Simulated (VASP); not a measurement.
# Pd in VASP: density of states with PBE

Aim: the density of states of Pd with PBE.

Everything below comes from runs of VASP 6.6.1. Logs are shortened: lines on timing, memory, paths and dates and some standing lists are left out, and cuts for length are marked.

## 1. The cell of the first run

The cell holds a slab with vacuum, 1 atom: a = 2.790 Å, b = 2.790 Å, c = 16.000 Å, α = 90.00°, β = 90.00°, γ = 120.00°.

## 2. Density of states, PBE

POSCAR reads:

```
Pd
1.0
    2.7896894602      0.0000000000      0.0000000000
   -1.3948447301      2.4159419412      0.0000000000
    0.0000000000      0.0000000000     16.0000000000
Pd
1
Direct
    0.0000000000      0.0000000000      0.5000000000
```

INCAR.step1 reads:

```
PREC = Accurate
ENCUT = 520
EDIFF = 1E-7
ISMEAR = -1
SIGMA = 0.08
LREAL = False
LASPH = True
NELM = 100
ALGO = Normal
ISIF = 2
LWAVE = False
LCHARG = True
LMAXMIX = 4
LDIPOL = True
IDIPOL = 3
DIPOL = 0.5 0.5 0.500
GGA = PE
NBANDS = 11
```

KPOINTS.step1 reads:

```
Automatic mesh
0
Gamma
  17 17 1
```

INCAR.step2 reads:

```
PREC = Accurate
ENCUT = 520
EDIFF = 1E-7
ISMEAR = -5
SIGMA = 0.08
LREAL = False
LASPH = True
NELM = 100
ALGO = Normal
ISIF = 2
LWAVE = False
LCHARG = False
LMAXMIX = 4
LDIPOL = True
IDIPOL = 3
DIPOL = 0.5 0.5 0.500
GGA = PE
LORBIT = 10
NEDOS = 1001
ICHARG = 11
```

KPOINTS.step2 reads:

```
Automatic mesh
0
Gamma
  26 26 1
```

Potentials or basis: VASP PAW PBE potentials, release 64 (Pd).

Launch:

```
$ cat potpaw_PBE.64/Pd/POTCAR > POTCAR
$ cp INCAR.step1 INCAR
$ cp KPOINTS.step1 KPOINTS
$ mpirun -np 1 vasp_std > vasp.out
$ cp INCAR.step2 INCAR
$ cp KPOINTS.step2 KPOINTS
$ mpirun -np 1 vasp_std > vasp.out
```

OUTCAR:

```text
PREC = Accurate
   ENCUT = 520
   EDIFF = 1E-7
   ISMEAR = -5
   LREAL = False
   LASPH = True
   NELM = 100
   ISIF = 2
   GGA = PE
   LORBIT = 10
   ICHARG = 11

 ion  position               nearest neighbor table
   1  0.000  0.000  0.500-

  LATTYP: Found a hexagonal cell.
 ALAT       =     2.7896894602
 C/A-ratio  =     5.7354054020

  Lattice vectors:

 A1 = (   2.7896894602,   0.0000000000,   0.0000000000)
 A2 = (  -1.3948447301,   2.4159419412,   0.0000000000)
 A3 = (   0.0000000000,   0.0000000000,  16.0000000000)

Analysis of symmetry for initial positions (statically):
=====================================================================
 Subroutine PRICEL returns:
 Original cell was already a primitive cell.

 Routine SETGRP: Setting up the symmetry group for a
 hexagonal supercell.

 Subroutine GETGRP returns: Found 24 space group operations
 (whereof 24 operations were pure point group operations)
 out of a pool of 24 trial point group operations.

The static configuration has the point symmetry D_6h.

Analysis of symmetry for dynamics (positions and initial velocities):
=====================================================================
 Subroutine PRICEL returns:
 Original cell was already a primitive cell.

 Routine SETGRP: Setting up the symmetry group for a
 hexagonal supercell.

 Subroutine GETGRP returns: Found 24 space group operations
 (whereof 24 operations were pure point group operations)
 out of a pool of 24 trial point group operations.

The dynamic configuration has the point symmetry D_6h.

 Subroutine INISYM returns: Found 24 space group operations
 (whereof 24 operations are pure point group operations),
 and found     1 'primitive' translations

----------------------------------------------------------------------------------------

                                     Primitive cell

  volume of cell :     107.8356

  direct lattice vectors                    reciprocal lattice vectors
     2.789689460  0.000000000  0.000000000     0.358462838  0.206958616  0.000000000
    -1.394844730  2.415941941  0.000000000     0.000000000  0.413917232  0.000000000
     0.000000000  0.000000000 16.000000000     0.000000000  0.000000000  0.062500000

  length of vectors
     2.789689460  2.789689460 16.000000000     0.413917232  0.413917232  0.062500000

  position of ions in fractional coordinates (direct lattice)
     0.000000000  0.000000000  0.500000000

  ion indices of the primitive-cell ions
   primitive index   ion index
                 1           1

----------------------------------------------------------------------------------------

 KPOINTS: Automatic mesh

Automatic generation of k-mesh.
 Grid dimensions read from file:
 generate k-points for:   26   26    1

 Generating k-lattice:

  Cartesian coordinates                     Fractional coordinates (reciprocal lattice)
     0.013787032  0.007959947  0.000000000     0.038461538 -0.000000000  0.000000000
     0.000000000  0.015919894  0.000000000     0.000000000  0.038461538  0.000000000
     0.000000000  0.000000000  0.062500000     0.000000000  0.000000000  1.000000000

  Length of vectors
     0.015919894  0.015919894  0.062500000

  Shift w.r.t. Gamma in fractional coordinates (k-lattice)
     0.000000000  0.000000000  0.000000000

 TETIRR: Found    351 inequivalent tetrahedra from     4056

 Subroutine IBZKPT returns following result:
 ===========================================

 Found     70 irreducible k-points:

 Following reciprocal coordinates:
            Coordinates               Weight
  0.000000  0.000000  0.000000      1.000000
  0.038462  0.000000  0.000000      6.000000
  0.076923  0.000000  0.000000      6.000000
  0.115385  0.000000  0.000000      6.000000
  0.153846 -0.000000  0.000000      6.000000
  0.192308  0.000000  0.000000      6.000000
[... 16 lines left out ...]
  0.346154  0.038462  0.000000     12.000000
  0.384615  0.038462  0.000000     12.000000
 [... further k-points ...]
   k-points           NKPTS =     70   k-points in BZ     NKDIM =     70   number of bands    NBANDS=      9
   number of dos      NEDOS =   1001   number of ions     NIONS =      1
   total plane-waves  NPLWV =  69120
   dimension x,y,z NGX =    24 NGY =   24 NGZ =  120
   dimension x,y,z NGXF=    48 NGYF=   48 NGZF=  240
   ions per type =               1
   NGX,Y,Z   is equivalent  to a cutoff of  14.30, 14.30, 12.47 a.u.
   NGXF,Y,Z  is equivalent  to a cutoff of  28.60, 28.60, 24.94 a.u.
 SYSTEM =  unknown system
   PREC   = accura    normal or accurate (medium, high low for compatibility)
   ISTART =      0    job   : 0-new  1-cont  2-samecut
   ICHARG =     11    charge: 1-file 2-atom 10-const
   ISPIN  =      1    spin polarized calculation?
   LNONCOLLINEAR =      F non collinear calculations
   LSORBIT =      F    spin-orbit coupling
   LASPH  =      T    aspherical Exc in radial PAW
   ENCUT  =  520.0 eV  38.22 Ry    6.18 a.u.   5.19  5.19 29.75*2*pi/ulx,y,z
   NELM   =    100;   NELMIN=  2; NELMDL=  0     # of ELM steps
   EDIFF  = 0.1E-06   stopping-criterion for ELM
   LREAL  =      F    real-space projection
   EDIFFG = 0.1E-05   stopping-criterion for IOM
   NSW    =      0    number of steps for IOM
   IBRION =     -1    ionic relax: 0-MD 1-quasi-New 2-CG
   NFREE  =      0    steps in history (QN), initial steepest desc. (CG)
   ISIF   =      2    stress and relaxation
   ISYM   =      2    0-nonsym 1-usesym 2-fastsym
   POTIM  = 0.5000    time-step for ionic-motion
   TEBEG  =    0.0;   TEEND  =   0.0 temperature during run
   PSTRESS=    0.0 pullay stress
   NELECT =      10.0000    total number of electrons
   NUPDOWN=      -1.0000    fix difference up-down
   EMIN   =  10.00;   EMAX   =-10.00  energy-range for DOS
   EFERMI =   0.00;   METHOD = LEGACY
   ISMEAR =    -5;   SIGMA  =   0.08  broadening in eV -4-tet -1-fermi 0-gaus
   EFERMI_NEDOS =   21; number of points for ismear=-14 and -15
   IALGO  =     38    algorithm
   IMIX   =      4    mixing-type and parameters
     AMIX     =   0.40;   BMIX     =  1.00
     AMIX_MAG =   1.60;   BMIX_MAG =  1.00
  volume/ion in A,a.u.               =     107.84       727.71
  Fermi-wavevector in a.u.,A,eV,Ry     =   0.741004  1.400295  7.470787  0.549087
  Thomas-Fermi vector in A             =   1.835542
   LORBIT       =     10    0 simple, 1 ext, 2 COOP (PROOUT), +10 PAW based schemes
   GGA     = PE    functional components
   LHFCALC =     F    Hartree Fock is set to
   AEXX    =    0.0000 exact exchange contribution
   IVDW    =     0    specifies the selected vdW correction
   LEPSILON=     F    determine dielectric tensor
   LRPA    =     F    only Hartree local field effects (RPA)
 non-spin polarized calculation
 Fermi weights with tetrahedron method with Bloechl corrections
  energy-cutoff  :      520.00
  volume of cell :      107.84
 maximum number of plane-waves:      2930
 NGX is ok and might be reduce to    24

 number of electron       9.9999999 magnetization

 dipolmoment           0.000000      0.000000      0.000000 electrons x Angstroem

 Free energy of the ion-electron system (eV)
  ---------------------------------------------------
  ext. energy  EPLUGINS =         0.00000000
  ---------------------------------------------------
  free energy    TOTEN  =        -4.01214752 eV

  energy without entropy =       -4.01214752  energy(sigma->0) =       -4.01214752

 E-fermi :  -3.8678     XC(G=0):  -2.8862

 val. band max:       -3.8744173739   @ k =   0.3462   0.0769   0.0000
 cond. band min:      -3.8625360409   @ k =   0.1154   0.0385   0.0000
 fundamental gap:      0.0118813330
 Fermi energy:        -3.8677888846

 k-point     1 :       0.0000    0.0000    0.0000
  band No.  band energies     occupation
      1      -7.9402      2.00000
      2      -5.6288      2.00000
      3      -5.6288      2.00000
      4      -4.8862      2.00000
      5      -3.7815      0.00000
      6      -3.7815      0.00000
      7      -1.4201      0.00000
      8       1.8240      0.00000
      9       2.5918      0.00000

 k-point     2 :       0.0385    0.0000    0.0000
  band No.  band energies     occupation
      1      -7.8923      2.00000
      2      -5.6483      2.00000
      3      -5.6000      2.00000
      4      -4.8703      2.00000
      5      -3.8510      0.89629
      6      -3.7879      0.00000
      7      -1.3307      0.00000
      8       1.8608      0.00000
      9       2.6341      0.00000

 k-point     3 :       0.0769    0.0000    0.0000
  band No.  band energies     occupation
      1      -7.7518      2.00000
      2      -5.7019      2.00000
      3      -5.5145      2.00000
      4      -4.8226      2.00000
      5      -4.0332      2.02996
      6      -3.8065      0.00000
      7      -1.0877      0.00000
      8       1.9711      0.00000
      9       2.7604      0.00000

 k-point     4 :       0.1154    0.0000    0.0000
  band No.  band energies     occupation
      1      -7.5318      2.00000
      2      -5.7738      2.00000
      3      -5.3750      2.00000
      4      -4.7434      2.00000
      5      -4.2786      2.00000
      6      -3.8363     -0.14069
      7      -0.7370      0.00000
      8       2.1551      0.00000
      9       2.9693      0.00000
[... 205 lines left out ...]
 k-point    22 :       0.3077    0.0385    0.0000
  band No.  band energies     occupation
      1      -7.0946      2.00000
      2      -5.6089      2.00000
      3      -4.7057      2.00000
      4      -4.1121      2.00000
      5      -4.0445      2.12130
      6      -3.1253      0.00000
      7       2.2605      0.00000
      8       4.5053      0.00000
      9       5.5125      0.00000

 k-point    23 :       0.3462    0.0385    0.0000
  band No.  band energies     occupation
      1      -7.2095      2.00000
      2      -5.7626      2.00000
      3      -4.4519      2.00000
      4      -4.1549      2.00000
      5      -3.8042      0.39419
      6      -2.4092      0.00000
      7       2.9411      0.00000
      8       5.1412      0.00000
      9       6.1904      0.00000

 k-point    24 :       0.3846    0.0385    0.0000
  band No.  band energies     occupation
      1      -7.3057      2.00000
      2      -5.8800      2.00000
      3      -4.2873      2.00000
      4      -4.1892      2.00000
      5      -3.5869     -0.01823
      6      -1.6019      0.00000
      7       3.6451      0.00000
      8       5.2879      0.00000
      9       6.0751      0.00000

 [... further k-points ...]

------------------------ aborting loop because EDIFF is reached ----------------------------------------

 vacuum level on the upper side and lower side of the slab       (xc-potential included)        -0.053        -0.053

  FORCE on cell =-STRESS in cart. coord.  units (eV):
  Direction    XX          YY          ZZ          XY          YZ          ZX
  --------------------------------------------------------------------------------------
  -------------------------------------------------------------------------------------
  Total       -1.8539169     -1.8539169     -0.2134815     -0.0000000      0.0000000     -0.0000000
  in kB      -27.5447299    -27.5447299     -3.1718203     -0.0000000      0.0000000     -0.0000000
  external PRESSURE =     -19.4204267 kB  Pullay stress =       0.0000000 kB

 VOLUME and BASIS-vectors are now :
 -----------------------------------------------------------------------------
  energy-cutoff  :      520.00
  volume of cell :      107.84
      direct lattice vectors                 reciprocal lattice vectors
     2.789689460  0.000000000  0.000000000     0.358462838  0.206958616  0.000000000
    -1.394844730  2.415941941  0.000000000     0.000000000  0.413917232  0.000000000
     0.000000000  0.000000000 16.000000000     0.000000000  0.000000000  0.062500000

 POSITION                                       TOTAL-FORCE (eV/Angst)
 -----------------------------------------------------------------------------------
      0.00000      0.00000      8.00000         0.000000      0.000000      0.000000
 -----------------------------------------------------------------------------------
    total drift:                               -0.000000     -0.000000      0.000000

  FREE ENERGIE OF THE ION-ELECTRON SYSTEM (eV)
  ---------------------------------------------------
  free  energy   TOTEN  =        -4.0121475152 eV

  energy  without entropy=       -4.0121475152  energy(sigma->0) =       -4.01214752

 vacuum level on the upper side and lower side of the slab         2.081         2.081

 total charge

# of ion       s       p       d       tot
------------------------------------------
    1        0.427   0.205   8.484   9.116
```

Wall time 2.1 min (1 thread of AMD EPYC 7R13, shared host); peak memory 0.23 GiB.

What came out:

* Valence electrons inside the program's atomic spheres: Pd 9.12

Levels at points of the mesh, in eV from the Fermi level:
| k point | band 1 | band 2 | band 3 | band 4 | band 5 | band 6 | band 7 | band 8 | band 9 |
| --- | --- | --- | --- | --- | --- | --- | --- | --- | --- |
| (0.00, 0.00, 0.00) | -4.07 | -1.76 | -1.76 | -1.02 | 0.09 | 0.09 | 2.45 | 5.69 | 6.46 |
| (0.50, 0.00, 0.00) | -3.58 | -2.15 | -0.33 | -0.27 | 0.63 | 3.62 | 7.35 | 8.75 | 11.03 |

Caveat: tetrahedron occupations give inexact forces and stress in metals.
